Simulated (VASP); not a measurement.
RbCl:

```
Rb Cl
1.0
     0.00000    3.22006    3.22006
     3.22006    0.00000    3.22006
     3.22006    3.22006    0.00000
Rb Cl
1 1
Direct
  0.00000 0.00000 0.00000
  0.50000 0.50000 0.50000
```

- Program: VASP 6.6.1
- Task: relaxation of cell and atoms
- Functional: PBE
- Potentials or basis: VASP PAW PBE potentials, release 64 (Rb_sv, Cl)
- Cutoff: 500 eV
- k mesh: 6 × 6 × 6
- Occupations: fermi-dirac, width 0.02 eV
- Spin: no spin polarisation

At the start: pressure 2.3 GPa; volume 33.39 Å³/atom.

Question: Where does the relaxation end?

Answer: Over 4 steps the energy falls by 26.0 meV/atom and the volume is 37.56 Å³/atom (+12.5 %); space group Fm-3m (No. 225, to 0.05 Å).

Step by step:
```csv
step,energy change (eV),largest force (eV/Å),pressure (GPa),volume (Å³)
1,0.0000,0.0000,2.26,66.78
2,-0.0433,0.0000,0.81,71.44
3,-0.0516,0.0000,-0.16,75.89
4,-0.0520,0.0000,-0.02,75.12
```

Final structure:
```
CELL_PARAMETERS angstrom
0.00000 3.34896 3.34896
3.34896 0.00000 3.34896
3.34896 3.34896 0.00000
ATOMIC_POSITIONS crystal
Rb 0.00000 0.00000 0.00000
Cl 0.50000 0.50000 0.50000
```
